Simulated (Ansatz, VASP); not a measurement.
One calculation of BN, two programs

```
B N
1.0
    -2.50399    0.00000    0.00000
    -1.25200   -2.16852    0.00000
     0.00000    0.00000   14.82240
B N
4 4
Direct
  0.33333 0.33333 0.78645
  0.33333 0.33333 0.33705
  0.66667 0.66667 0.11235
  0.66667 0.66667 0.56175
  0.33333 0.33333 0.11235
  0.33333 0.33333 0.56175
  0.66667 0.66667 0.78645
  0.66667 0.66667 0.33705
```

Alike in both runs: task single point; functional PBE; dispersion D3(BJ); k mesh 10 × 10 × 2; occupations gaussian, width 0.05 eV; no spin polarisation.

|  | VASP | Ansatz |
| --- | --- | --- |
| version | VASP 6.6.1 | Ansatz 0.2.0 |
| potentials or method | VASP PAW PBE potentials, release 64 (B, N), cutoff 520 eV | scalar-relativistic, plane waves, PAW |
| valence electrons in the cell | 32 | 32 |

Ansatz gave:

| Property | Result |
| --- | --- |
| gap on the k mesh at the Fermi level (eV) | 4.33 |
| least direct gap on the mesh (eV) | 4.74 |
| pressure (GPa) | 0.6 |
| traceless stress, the component that is largest in VASP (GPa) | -1.02 |
| rms of the force components (eV/Å) | 0.010 |

Question: What did VASP give for the same quantities?

Answer: gap on the k mesh at the Fermi level (eV): 4.32; least direct gap on the mesh (eV): 4.73; pressure (GPa): 0.7; traceless stress, the component that is largest in VASP (GPa): -1.21; rms of the force components (eV/Å): 0.010.

Atom by atom the forces differ by 0.001 eV/Å (rms over components).
